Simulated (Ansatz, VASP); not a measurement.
Given: the input of a run of VASP 6.6.1 on Be2Si.

Contents of INCAR:

```
PREC = Accurate ; ENCUT = 520
EDIFF = 1E-7 ; ISMEAR = -1
SIGMA = 0.05 ; LREAL = F
LASPH = T ; NELM = 100
ALGO = Fast ; ISIF = 2
LWAVE = F ; LCHARG = T
GGA = PE ; LELF = T
LVHAR = T ; NBANDS = 11
```

The input KPOINTS:

```
regular mesh
0
Gamma
  9 9 9
```

Contents of POSCAR:

```
Be2Si
1.0
    0.0000000000      2.6917778512      2.6917778512
    2.6917778512      0.0000000000      2.6917778512
    2.6917778512      2.6917778512      0.0000000000
Si Be
1 2
Direct
    0.0000000000      0.0000000000      0.0000000000
    0.2500000000      0.2500000000      0.2500000000
    0.7500000000      0.7500000000      0.7500000000
```

Potentials or basis: VASP PAW PBE potentials, release 64 (Si, Be).

Run with:

```console
$ cat potpaw_PBE.64/Si/POTCAR potpaw_PBE.64/Be/POTCAR > POTCAR
$ mpirun -np 1 vasp_std > vasp.out
```

Translate it to Ansatz 0.2.0. Potentials there: Ansatz PAW.

As run (the cutoff follows the program's own potentials):

File input.yaml:

```yaml
crystal:
  lattice:
    - [0.0, 2.6917778512, 2.6917778512]
    - [2.6917778512, 0.0, 2.6917778512]
    - [2.6917778512, 2.6917778512, 0.0]
  atoms:
    - { symbol: Si, position: [0.0, 0.0, 0.0] }
    - { symbol: Be, position: [0.25, 0.25, 0.25] }
    - { symbol: Be, position: [0.75, 0.75, 0.75] }
hamiltonian:
  xc: pbe
  pseudopotentials: { kind: paw }
kpoints:
  mp_grid: { grid: [9, 9, 9] }
scf:
  occupations: { method: fermi_dirac, width: 0.05 }
output:
  forces: true
  stress: true
  eigenvalues: true
```

Potentials or basis: Ansatz PAW.

The run is started by

```console
$ ansatz run input.yaml --threads 2 --pin off --max-ram 5120MiB --backend cpu --events-out ev --progress --plain --runs-dir out
```

Both were run:

|  | VASP | Ansatz | Ansatz less VASP |
| --- | --- | --- | --- |
| gap on the k mesh at the Fermi level (eV) | none | none | - |
| pressure (GPa) | -5.0 | -5.1 | -0.05 |

A gap of «none» marks a metal or a gap that the smearing closes. With one functional, cell and mesh, what is left measures potentials, basis and numerics.
